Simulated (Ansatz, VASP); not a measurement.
# Li3CuAu2: VASP beside Ansatz

```
Li Cu Au
1.0
     2.93442    0.00000    0.00000
    -1.46721    2.54128    0.00000
     0.00000    0.00000   13.01399
Li Cu Au
3 1 2
Cartesian
  0.0000 0.0000 4.2380
  0.0000 0.0000 8.3826
  0.0000 1.6942 11.0099
  0.0000 0.0000 -0.0115
  0.0000 1.6942 2.1082
  0.0000 1.6942 6.3317
```

Alike in both runs: functional PBE; k mesh 6 × 6 × 2; occupations gaussian, width 0.1 eV; no spin polarisation.

Ansatz relaxed the structure, and its values are those at the end. VASP's run is a single point on that final structure, the one shown.

|  | VASP | Ansatz |
| --- | --- | --- |
| version | VASP 6.6.1 | Ansatz 0.2.0 |
| potentials or method | VASP PAW PBE potentials, release 64 (Li_sv, Cu, Au), cutoff 520 eV | scalar-relativistic, plane waves, PAW |
| valence electrons in the cell | 42 | 66 |

|  | VASP | Ansatz | Ansatz less VASP |
| --- | --- | --- | --- |
| gap on the k mesh at the Fermi level (eV) | none | none | - |
| rms of the force components (eV/Å) | 0.006 | 0.004 | -0.0018 |

A gap of «none» marks a metal or a gap that the smearing closes. VASP's potentials hold 42 valence electrons a cell and Ansatz's 66, so a difference there can come from the potentials and not from the codes.

The k mesh is coarse, so the values compare programs but aren't converged. Spin-orbit coupling is off throughout. Noted on VASP's run: the cutoff is under 1.25 times that of the potentials, so the pressure is a little rough.
